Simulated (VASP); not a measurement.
A run of VASP 6.6.1 is set up as follows.

The input INCAR:

```
SYSTEM = W
  ALGO = Normal
  EDIFF = 1E-6
  ENCUT = 520
  GGA = PE
  ISIF = 2
  ISMEAR = 0
  LASPH = .TRUE.
  LCHARG = .FALSE.
  LREAL = .FALSE.
  LWAVE = .FALSE.
  NBANDS = 13
  NELM = 80
  PREC = Accurate
  SIGMA = 0.1
```

Contents of KPOINTS:

```
k-points
0
G
  18 18 18
  0 0 0
```

Contents of POSCAR:

```
W
1.0
   -1.6656207467      1.6656207467      1.6656207467
    1.6656207467     -1.6656207467      1.6656207467
    1.6656207467      1.6656207467     -1.6656207467
W
1
Direct
    0.0000000000      0.0000000000      0.0000000000
```

Potentials or basis: VASP PAW PBE potentials, release 64 (W_sv).

Command:

```console
$ cat potpaw_PBE.64/W_sv/POTCAR > POTCAR
$ mpirun -np 1 vasp_std > vasp.out
```

Problem. Estimate the band gap on the k mesh.

Solution. Zero (band 7 reaches 13.48 eV, above the bottom of band 8 at 8.34 eV).

Problem. Estimate the pressure.

Solution. -30.6 GPa.

Caveat: the cell differs from its parent crystal (Hf replaced by W, lengths x 0.955, strained); spin-orbit coupling is left out, which moves the levels of the heavy elements.
